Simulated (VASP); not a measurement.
Sr2C: single point with r2SCAN

Crystal: Sr2C.

```xyz
3
Lattice="0.0000 3.3601 3.3601 3.3601 0.0000 3.3601 3.3601 3.3601 0.0000" Properties=species:S:1:pos:R:3 pbc="T T T"
C     0.0000    0.0000    0.0000
Sr    1.6801    1.6801    1.6801
Sr    5.0402    5.0402    5.0402
```

```yaml
Program: VASP 6.6.1
Task: single point
Functional: r2SCAN
Potentials_or_basis: VASP PAW PBE potentials, release 64 (C, Sr_sv)
Cutoff: 520 eV
k_mesh: 6 × 6 × 6
Occupations: fermi-dirac, width 0.02 eV
Spin: no spin polarisation
Dipole_correction: no
Further_INCAR_settings: ALGO = Normal; EDIFF = 1e-06; NBANDS = 19
```

The pressure is 0.2 GPa. The band gap on the k mesh is 0.06 eV.

Levels at points of the mesh, in eV from the valence-band top:
| k point | band 10 | band 11 | band 12 | band 13 | band 14 | band 15 |
| --- | --- | --- | --- | --- | --- | --- |
| (0.00, 0.00, 0.00) | -1.45 | -1.45 | -1.45 | 0.18 | 1.54 | 1.54 |
| (0.50, 0.00, 0.00) | -1.62 | -0.61 | -0.61 | 2.23 | 2.96 | 2.96 |
| (0.50, 0.50, 0.00) | -1.98 | 0.00 | 0.00 | 0.06 | 2.47 | 2.58 |

It took 79 s on 1 thread of AMD EPYC 9R14 (Zen 4) (shared host), peak memory 0.19 GiB.

Caveat: the PAW data sets were made with another functional, which shifts forces and pressure a little. A k mesh can miss the band edges.
